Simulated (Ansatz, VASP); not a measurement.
# BN: VASP beside Ansatz

```
B N
1.0
    -0.01813    1.81300    1.81300
     1.79487    0.00000    1.79487
     1.81300    1.81300   -0.01813
B N
1 1
Direct
  0.00000 0.00000 0.00000
  0.75000 0.75000 0.75000
```

Change from the starting cell: strain -0.0200 x Voigt [0, 0, 0, 0, 1, 0], atoms carried along.

Alike in both runs: task single point; functional PBE; k mesh 12 × 12 × 12; occupations gaussian, width 0.05 eV; no spin polarisation.

|  | VASP | Ansatz |
| --- | --- | --- |
| version | VASP 6.6.1 | Ansatz 0.2.0 |
| potentials or method | VASP PAW PBE potentials, release 64 (B, N), cutoff 520 eV | scalar-relativistic, plane waves, PAW |
| valence electrons in the cell | 8 | 8 |

VASP gave:

```
gap on the k mesh at the Fermi level (eV)                     : 4.39
least direct gap on the mesh (eV)                             : 8.47
pressure (GPa)                                                : 0.0
traceless stress, the component that is largest in VASP (GPa) : 8.90
rms of the force components (eV/Å)                            : 0.017
```

Question: Which values does Ansatz return?

Answer: gap on the k mesh at the Fermi level (eV): 4.40; least direct gap on the mesh (eV): 8.49; pressure (GPa): -0.2; traceless stress, the component that is largest in VASP (GPa): 8.83; rms of the force components (eV/Å): 0.015.

Atom by atom the forces differ by 0.002 eV/Å (rms over components).
